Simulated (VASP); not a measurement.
Set up this calculation in VASP 6.6.1, as the native input.

- Task: single point
- Functional: PBE
- Potentials or basis: VASP PAW PBE potentials, release 64 (Cr_pv, Ru_pv)
- Cutoff: 520 eV
- k mesh: 5 × 5 × 5
- Occupations: fermi-dirac, width 0.1 eV
- Spin: no spin polarisation
- Dipole correction: no
- Further INCAR settings: ALGO = Normal; EDIFF = 1e-06; NBANDS = 46

The structure of Cr5Ru lies in POSCAR:

```
Cr5Ru
1.0
    0.0000000000      3.3225078041      3.3225078041
    3.3225078041      0.0000000000      3.3225078041
    3.3225078041      3.3225078041      0.0000000000
Cr Ru
5 1
Direct
    0.6238404614      0.6238404614      0.6238404614
    0.1284786158      0.6238404614      0.6238404614
    0.6238404614      0.6238404614      0.1284786158
    0.6238404614      0.1284786158      0.6238404614
    0.2500000000      0.2500000000      0.2500000000
    0.0000000000      0.0000000000      0.0000000000
```

One way to write it, as run:

INCAR

```
SYSTEM = Cr5Ru
PREC = Accurate
ENCUT = 520
EDIFF = 1E-6
ISMEAR = -1
SIGMA = 0.1
LREAL = .False.
LASPH = .True.
NELM = 60
ALGO = Normal
ISIF = 2
LWAVE = .False.
LCHARG = .False.
GGA = PE
NBANDS = 46
```

KPOINTS

```
regular mesh
0
Gamma
  5 5 5
  0 0 0
```

Potentials or basis: VASP PAW PBE potentials, release 64 (Cr_pv, Ru_pv).

Command:

```console
$ cat potpaw_PBE.64/Cr_pv/POTCAR potpaw_PBE.64/Ru_pv/POTCAR > POTCAR
$ mpirun -np 1 vasp_std > vasp.out
```

Results of the run:

| Property | Result |
| --- | --- |
| Pressure | -0.2 GPa |
| Largest force | 0.019 eV/Å |
| Band gap on the k mesh | zero (bands 37 and 38 overlap by 0.14 eV) |

Caveat: the run has no spin polarisation, though such a crystal can be magnetic.

Wall time 50 s on 1 thread of Intel(R) Xeon(R) Platinum 8259CL CPU @ 2.50GHz (Skylake/Cascade Lake), with other jobs on the host, peak memory 0.21 GiB.
